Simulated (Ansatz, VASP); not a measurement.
SiC: VASP beside Ansatz

```
Si C
1.0
     4.34800    0.00000    0.00000
     0.00000    2.17400   -2.17400
     0.00000    6.30987    6.30987
Si C
6 6
Direct
  0.00000 0.00000 0.94747
  0.50000 0.50000 0.08612
  0.00000 0.00000 0.25839
  0.50000 0.50000 0.43066
  0.00000 0.00000 0.60293
  0.50000 0.50000 0.77520
  0.75000 0.00000 0.43066
  0.25000 0.50000 0.60293
  0.75000 0.00000 0.77520
  0.25000 0.50000 0.94747
  0.75000 0.00000 0.08612
  0.25000 0.50000 0.25839
```

Alike in both runs: task single point; functional PBE; k mesh 6 × 9 × 3; occupations gaussian, width 0.05 eV; no spin polarisation.

```csv
,VASP,Ansatz
version,VASP 6.6.1,Ansatz 0.2.0
potentials or method,"VASP PAW PBE potentials, release 64 (Si, C), cutoff 520 eV","scalar-relativistic, plane waves, PAW"
valence electrons in the cell,48,48
```

|  | VASP | Ansatz | Ansatz less VASP |
| --- | --- | --- | --- |
| gap on the k mesh at the Fermi level (eV) | 1.13 | 1.13 | +0.005 |
| least direct gap on the mesh (eV) | 1.13 | 1.13 | +0.005 |
| pressure (GPa) | 16.3 | 16.3 | +0.09 |
| traceless stress, the component that is largest in VASP (GPa) | 12.88 | 12.84 | -0.038 |
| rms of the force components (eV/Å) | 1.923 | 1.923 | +0.0008 |

Atom by atom the forces differ by 0.001 eV/Å (rms over components). The functional is the same, so the differences come from potentials, cutoffs and numerics.
